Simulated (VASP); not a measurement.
# Si in VASP: further runs

Runs on Si. Level: r2SCAN. Tasks: single point.

All numbers are computed with VASP 6.6.1; they aren't measurements. Logs are shortened: lines on timing, memory, paths and dates and some standing lists are left out, and cuts for length are marked.

### Step 1. The cell of the first run

The cell holds a slab with vacuum, 6 atoms: a = 3.832 Å, b = 3.832 Å, c = 22.142 Å, α = 90.00°, β = 90.00°, γ = 120.00°.

### Step 2. Single point, r2SCAN

The input, POSCAR:

```
Si
1.0
    3.8319083607      0.0000000000      0.0000000000
   -1.9159541804      3.3185299854      0.0000000000
    0.0000000000      0.0000000000     22.1420418938
Si
6
Direct
    0.6666666667      0.3333333333      0.3439388800
    0.3333333333      0.6666666667      0.3741481940
    0.3333333333      0.6666666667      0.4827746667
    0.6666666667      0.3333333333      0.5172258648
    0.6666666667      0.3333333333      0.6258513613
    0.3333333333      0.6666666667      0.6560610332
```

The input, INCAR.step1:

```
SYSTEM = Si
PREC = Accurate
ENCUT = 440
ISMEAR = 0
SIGMA = 0.05
LREAL = .FALSE.
LASPH = .TRUE.
NELM = 120
LDIPOL = .TRUE.
IDIPOL = 3
DIPOL = 0.5 0.5 0.500
NBANDS = 21
GGA = PE
ALGO = Normal
EDIFF = 1E-5
LWAVE = .TRUE.
LCHARG = .FALSE.
GGA_COMPAT = .FALSE.
NELMDL = -8
```

The input, INCAR.step2:

```
SYSTEM = Si
PREC = Accurate
ENCUT = 440
EDIFF = 1E-6
ISMEAR = 0
SIGMA = 0.05
LREAL = .FALSE.
LASPH = .TRUE.
NELM = 120
ALGO = Normal
ISIF = 2
LWAVE = .FALSE.
LCHARG = .FALSE.
LDIPOL = .TRUE.
IDIPOL = 3
DIPOL = 0.5 0.5 0.500
METAGGA = R2SCAN
LMIXTAU = .TRUE.
NBANDS = 21
ISTART = 1
GGA_COMPAT = .FALSE.
```

The input, KPOINTS:

```
Automatic mesh
0
G
  9 9 1
  0 0 0
```

Potentials or basis: VASP PAW PBE potentials, release 64 (Si).

Command:

```
$ cat potpaw_PBE.64/Si/POTCAR > POTCAR
$ cp INCAR.step1 INCAR
$ mpirun -np 1 vasp_std > vasp.out
$ cp INCAR.step2 INCAR
$ mpirun -np 1 vasp_std > vasp.out
```

OUTCAR:

```text
SYSTEM = Si
   PREC = Accurate
   ENCUT = 440
   EDIFF = 1E-6
   ISMEAR = 0
   LREAL = .FALSE.
   LASPH = .TRUE.
   NELM = 120
   ISIF = 2
   METAGGA = R2SCAN
   ISTART = 1

 ion  position               nearest neighbor table
   1  0.667  0.333  0.344-   2 2.31   2 2.31   2 2.31
   2  0.333  0.667  0.374-   1 2.31   1 2.31   1 2.31   3 2.41
   3  0.333  0.667  0.483-   4 2.34   4 2.34   4 2.34   2 2.41
   4  0.667  0.333  0.517-   3 2.34   3 2.34   3 2.34   5 2.41
   5  0.667  0.333  0.626-   6 2.31   6 2.31   6 2.31   4 2.41
   6  0.333  0.667  0.656-   5 2.31   5 2.31   5 2.31

  LATTYP: Found a hexagonal cell.
 ALAT       =     3.8319083607
 C/A-ratio  =     5.7783328330

  Lattice vectors:

 A1 = (   3.8319083607,   0.0000000000,   0.0000000000)
 A2 = (  -1.9159541804,   3.3185299854,   0.0000000000)
 A3 = (   0.0000000000,   0.0000000000,  22.1420418938)

Analysis of symmetry for initial positions (statically):
=====================================================================
 Subroutine PRICEL returns:
 Original cell was already a primitive cell.

 Routine SETGRP: Setting up the symmetry group for a
 hexagonal supercell.

 Subroutine GETGRP returns: Found 12 space group operations
 (whereof 12 operations were pure point group operations)
 out of a pool of 24 trial point group operations.

The static configuration has the point symmetry D_3d.

Analysis of symmetry for dynamics (positions and initial velocities):
=====================================================================
 Subroutine PRICEL returns:
 Original cell was already a primitive cell.

 Routine SETGRP: Setting up the symmetry group for a
 hexagonal supercell.

 Subroutine GETGRP returns: Found 12 space group operations
 (whereof 12 operations were pure point group operations)
 out of a pool of 24 trial point group operations.

The dynamic configuration has the point symmetry D_3d.

 Subroutine INISYM returns: Found 12 space group operations
 (whereof 12 operations are pure point group operations),
 and found     1 'primitive' translations

----------------------------------------------------------------------------------------

                                     Primitive cell

  volume of cell :     281.5649

  direct lattice vectors                    reciprocal lattice vectors
     3.831908361  0.000000000  0.000000000     0.260966575  0.150669122  0.000000000
    -1.915954180  3.318529985  0.000000000     0.000000000  0.301338244  0.000000000
     0.000000000  0.000000000 22.142041894     0.000000000  0.000000000  0.045162953

  length of vectors
     3.831908361  3.831908361 22.142041894     0.301338244  0.301338244  0.045162953

  position of ions in fractional coordinates (direct lattice)
     0.666666667  0.333333333  0.343938880
     0.333333333  0.666666667  0.374148194
     0.333333333  0.666666667  0.482774667
     0.666666667  0.333333333  0.517225865
     0.666666667  0.333333333  0.625851361
     0.333333333  0.666666667  0.656061033

  ion indices of the primitive-cell ions
   primitive index   ion index
                 1           1
                 2           2
                 3           3
                 4           4
                 5           5
                 6           6

----------------------------------------------------------------------------------------

 KPOINTS: Automatic mesh

Automatic generation of k-mesh.
 Grid dimensions read from file:
 generate k-points for:    9    9    1

 Generating k-lattice:

  Cartesian coordinates                     Fractional coordinates (reciprocal lattice)
     0.028996286  0.016741014  0.000000000     0.111111111  0.000000000  0.000000000
     0.000000000  0.033482027  0.000000000     0.000000000  0.111111111  0.000000000
     0.000000000  0.000000000  0.045162953     0.000000000  0.000000000  1.000000000

  Length of vectors
     0.033482027  0.033482027  0.045162953

  Shift w.r.t. Gamma in fractional coordinates (k-lattice)
     0.000000000  0.000000000  0.000000000

 Subroutine IBZKPT returns following result:
 ===========================================

 Found     12 irreducible k-points:

 Following reciprocal coordinates:
            Coordinates               Weight
  0.000000  0.000000  0.000000      1.000000
  0.111111  0.000000  0.000000      6.000000
  0.222222  0.000000  0.000000      6.000000
  0.333333 -0.000000  0.000000      6.000000
  0.444444  0.000000  0.000000      6.000000
  0.111111  0.111111  0.000000      6.000000
  0.222222  0.111111  0.000000     12.000000
  0.333333  0.111111  0.000000     12.000000
  0.444444  0.111111  0.000000      6.000000
  0.222222  0.222222  0.000000      6.000000
  0.333333  0.222222  0.000000     12.000000
  0.333333  0.333333  0.000000      2.000000
   k-points           NKPTS =     12   k-points in BZ     NKDIM =     12   number of bands    NBANDS=     21
   number of dos      NEDOS =    301   number of ions     NIONS =      6
   total plane-waves  NPLWV = 125440
   dimension x,y,z NGX =    28 NGY =   28 NGZ =  160
   dimension x,y,z NGXF=    56 NGYF=   56 NGZF=  320
   ions per type =               6
   NGX,Y,Z   is equivalent  to a cutoff of  12.15, 12.15, 12.01 a.u.
   NGXF,Y,Z  is equivalent  to a cutoff of  24.30, 24.30, 24.03 a.u.
 SYSTEM =  Si
   PREC   = accura    normal or accurate (medium, high low for compatibility)
   ISTART =      1    job   : 0-new  1-cont  2-samecut
   ICHARG =      0    charge: 1-file 2-atom 10-const
   ISPIN  =      1    spin polarized calculation?
   LNONCOLLINEAR =      F non collinear calculations
   LSORBIT =      F    spin-orbit coupling
   LASPH  =      T    aspherical Exc in radial PAW
   ENCUT  =  440.0 eV  32.34 Ry    5.69 a.u.   6.55  6.55 37.87*2*pi/ulx,y,z
   NELM   =    120;   NELMIN=  2; NELMDL=  0     # of ELM steps
   EDIFF  = 0.1E-05   stopping-criterion for ELM
   LREAL  =      F    real-space projection
   EDIFFG = 0.1E-04   stopping-criterion for IOM
   NSW    =      0    number of steps for IOM
   IBRION =     -1    ionic relax: 0-MD 1-quasi-New 2-CG
   NFREE  =      0    steps in history (QN), initial steepest desc. (CG)
   ISIF   =      2    stress and relaxation
   ISYM   =      2    0-nonsym 1-usesym 2-fastsym
   POTIM  = 0.5000    time-step for ionic-motion
   TEBEG  =    0.0;   TEEND  =   0.0 temperature during run
   PSTRESS=    0.0 pullay stress
   NELECT =      24.0000    total number of electrons
   NUPDOWN=      -1.0000    fix difference up-down
   EMIN   =  10.00;   EMAX   =-10.00  energy-range for DOS
   EFERMI =   0.00;   METHOD = LEGACY
   ISMEAR =     0;   SIGMA  =   0.05  broadening in eV -4-tet -1-fermi 0-gaus
   EFERMI_NEDOS =   21; number of points for ismear=-14 and -15
   IALGO  =     38    algorithm
   IMIX   =      4    mixing-type and parameters
     AMIX     =   0.40;   BMIX     =  1.00
     AMIX_MAG =   1.60;   BMIX_MAG =  1.00
  volume/ion in A,a.u.               =      46.93       316.68
  Fermi-wavevector in a.u.,A,eV,Ry     =   0.720475  1.361501  7.062575  0.519085
  Thomas-Fermi vector in A             =   1.809937
   LORBIT       =      0    0 simple, 1 ext, 2 COOP (PROOUT), +10 PAW based schemes
   METAGGA = R2SCAN    functional components
   LHFCALC =     F    Hartree Fock is set to
   AEXX    =    0.0000 exact exchange contribution
   IVDW    =     0    specifies the selected vdW correction
   LEPSILON=     F    determine dielectric tensor
   LRPA    =     F    only Hartree local field effects (RPA)
 non-spin polarized calculation
 Gauss-broadening in eV      SIGMA  =   0.05
  energy-cutoff  :      440.00
  volume of cell :      281.56
 maximum number of plane-waves:      5991
 NGX is ok and might be reduce to    28
   NGX = 13   NGY = 13   NGZ = 75

 dipolmoment           0.000000      0.000000     -0.000000 electrons x Angstroem

 number of electron      23.9999999 magnetization

 dipolmoment           0.000000      0.000000      0.000000 electrons x Angstroem

 Free energy of the ion-electron system (eV)
  ---------------------------------------------------
  ext. energy  EPLUGINS =         0.00000000
  ---------------------------------------------------
  free energy    TOTEN  =       -49.91627918 eV

  energy without entropy =      -49.91351149  energy(sigma->0) =      -49.91489533

 E-fermi :  -0.1589     XC(G=0):  -4.7987

 val. band max:       -0.1926068090   @ k =   0.2222   0.1111   0.0000
 cond. band min:      -0.0624946264   @ k =   0.2222   0.1111   0.0000
 fundamental gap:      0.1301121826
 Fermi energy:        -0.1589024842

 k-point     1 :       0.0000    0.0000    0.0000
  band No.  band energies     occupation
      1     -12.6672      2.00000
      2     -11.9379      2.00000
      3     -10.9151      2.00000
      4      -6.4059      2.00000
      5      -4.0515      2.00000
      6      -1.6537      2.00000
[... 13 lines left out ...]
     20       3.3122      0.00000
     21       3.9780      0.00000

 k-point     2 :       0.1111    0.0000    0.0000
  band No.  band energies     occupation
      1     -12.5154      2.00000
      2     -11.7857      2.00000
      3     -10.7608      2.00000
      4      -6.3332      2.00000
      5      -4.0243      2.00000
      6      -2.7187      2.00000
[... 13 lines left out ...]
     20       3.7126      0.00000
     21       4.3257      0.00000

 k-point     3 :       0.2222    0.0000    0.0000
  band No.  band energies     occupation
      1     -12.0678      2.00000
      2     -11.3367      2.00000
      3     -10.3043      2.00000
      4      -6.3056      2.00000
      5      -4.6000      2.00000
      6      -4.1866      2.00000
[... 13 lines left out ...]
     20       5.0056      0.00000
     21       5.0415      0.00000
[... 169 lines left out ...]
 k-point    11 :       0.3333    0.2222    0.0000
  band No.  band energies     occupation
      1     -10.1306      2.00000
      2      -9.4766      2.00000
      3      -8.3122      2.00000
      4      -8.2972      2.00000
      5      -7.5138      2.00000
      6      -6.5942      2.00000
[... 13 lines left out ...]
     20       5.2133      0.00000
     21       5.8045      0.00000

 k-point    12 :       0.3333    0.3333    0.0000
  band No.  band energies     occupation
      1      -9.4355      2.00000
      2      -9.4351      2.00000
      3      -8.2807      2.00000
      4      -8.2805      2.00000
      5      -7.3505      2.00000
      6      -7.3505      2.00000
[... 13 lines left out ...]
     20       6.2106      0.00000
     21       6.2109      0.00000

------------------------ aborting loop because EDIFF is reached ----------------------------------------

 vacuum level on the upper side and lower side of the slab       (xc-potential included)        -0.283        -0.283

  FORCE on cell =-STRESS in cart. coord.  units (eV):
  Direction    XX          YY          ZZ          XY          YZ          ZX
  --------------------------------------------------------------------------------------
  -------------------------------------------------------------------------------------
  Total        0.8747774      0.8747774     -0.0637491     -0.0000000     -0.0000000      0.0000000
  in kB        4.9777099      4.9777099     -0.3627492     -0.0000000     -0.0000000      0.0000000
  external PRESSURE =       3.1975569 kB  Pullay stress =       0.0000000 kB

 VOLUME and BASIS-vectors are now :
 -----------------------------------------------------------------------------
  energy-cutoff  :      440.00
  volume of cell :      281.56
      direct lattice vectors                 reciprocal lattice vectors
     3.831908361  0.000000000  0.000000000     0.260966575  0.150669122  0.000000000
    -1.915954180  3.318529985  0.000000000     0.000000000  0.301338244  0.000000000
     0.000000000  0.000000000 22.142041894     0.000000000  0.000000000  0.045162953

 POSITION                                       TOTAL-FORCE (eV/Angst)
 -----------------------------------------------------------------------------------
      1.91595      1.10618      7.61551        -0.000000      0.000000      0.020053
     -0.00000      2.21235      8.28440        -0.000000      0.000000     -0.004925
     -0.00000      2.21235     10.68962        -0.000000      0.000000     -0.003789
      1.91595      1.10618     11.45244        -0.000000     -0.000000      0.003789
      1.91595      1.10618     13.85763         0.000000     -0.000000      0.004925
     -0.00000      2.21235     14.52653        -0.000000     -0.000000     -0.020053
 -----------------------------------------------------------------------------------
    total drift:                               -0.000000      0.000000      0.000104

  FREE ENERGIE OF THE ION-ELECTRON SYSTEM (eV)
  ---------------------------------------------------
  free  energy   TOTEN  =       -49.9162791759 eV

  energy  without entropy=      -49.9135114883  energy(sigma->0) =      -49.91489533

 vacuum level on the upper side and lower side of the slab         4.240         4.240
```

It took 2.3 min on 1 thread of Intel Xeon 6975P-C (Granite Rapids), shared host; peak memory 0.37 GiB.

What came out:

```
Free energy            : -49.9163 eV
Largest force          : 0.020 eV/Å
Band gap on the k mesh : zero (bands 12 and 13 overlap by 0.16 eV)
```

Forces on the atoms (eV/Å):
```
Si   0.000  0.000  0.020
Si   0.000  0.000 -0.005
Si   0.000  0.000 -0.004
Si   0.000  0.000  0.004
Si   0.000  0.000  0.005
Si   0.000  0.000 -0.020
```

Caveat: the PAW data sets were made with another functional, which shifts forces and pressure a little.

### Step 3. Single point, r2SCAN (atoms taken out)

The input, POSCAR:

```
Si
1.0
    3.8319083607      0.0000000000      0.0000000000
   -1.9159541804      3.3185299854      0.0000000000
    0.0000000000      0.0000000000     34.8256817249
Si
14
Direct
    0.6666666667      0.3333333333      0.2153583111
    0.3333333333      0.6666666667      0.2383362383
    0.3333333333      0.6666666667      0.3064092196
    0.6666666667      0.3333333333      0.3293871467
    0.6666666667      0.3333333333      0.3974601280
    0.3333333333      0.6666666667      0.4204380552
    0.3333333333      0.6666666667      0.4885110364
    0.6666666667      0.3333333333      0.5114889636
    0.6666666667      0.3333333333      0.5795619448
    0.3333333333      0.6666666667      0.6025398720
    0.3333333333      0.6666666667      0.6706128533
    0.6666666667      0.3333333333      0.6935907804
    0.6666666667      0.3333333333      0.7616637617
    0.3333333333      0.6666666667      0.7846416889
```

Edit INCAR.step1 of step 2 so:

```diff
@@ -11,3 +11,3 @@
 DIPOL = 0.5 0.5 0.500
-NBANDS = 21
+NBANDS = 41
 GGA = PE
```

Edit INCAR.step2 of step 2 so:

```diff
@@ -18,3 +18,3 @@
 LMIXTAU = .TRUE.
-NBANDS = 21
+NBANDS = 41
 ISTART = 1
```

KPOINTS is that of step 2.

Potentials or basis: VASP PAW PBE potentials, release 64 (Si).

Command:

```
$ cat potpaw_PBE.64/Si/POTCAR > POTCAR
$ cp INCAR.step1 INCAR
$ mpirun -np 1 vasp_std > vasp.out
$ cp INCAR.step2 INCAR
$ mpirun -np 1 vasp_std > vasp.out
```

Wall time 14 min (1 thread of Intel Xeon 6975P-C (Granite Rapids), shared host); peak memory 0.52 GiB.

It converged, with:

```
Free energy            : -119.6133 eV
Largest force          : 0.862 eV/Å
Band gap on the k mesh : zero (bands 28 and 29 overlap by 0.48 eV)
```

Forces on the atoms (eV/Å):
```
Si   0.000  0.000  0.747
Si   0.000  0.000 -0.862
Si   0.000  0.000  0.224
Si   0.000  0.000 -0.135
Si   0.000  0.000  0.016
Si   0.000  0.000 -0.003
Si   0.000  0.000  0.021
Si   0.000  0.000 -0.021
Si   0.000  0.000  0.003
Si   0.000  0.000 -0.016
Si   0.000  0.000  0.135
Si   0.000  0.000 -0.224
Si   0.000  0.000  0.862
Si   0.000  0.000 -0.747
```

Levels at points of the mesh, in eV from the Fermi level:
| k point | band 23 | band 24 | band 25 | band 26 | band 27 | band 28 | band 29 | band 30 | band 31 | band 32 |
| --- | --- | --- | --- | --- | --- | --- | --- | --- | --- | --- |
| (0.00, 0.00, 0.00) | -0.34 | 0.00 | 0.00 | 0.09 | 0.09 | 0.16 | 0.45 | 1.50 | 1.76 | 2.10 |

Caveat: the cell differs from its parent crystal (atoms taken out); the PAW data sets were made with another functional, which shifts forces and pressure a little.

The gap in the log of VASP goes by the Fermi energy; the results here count the filled bands.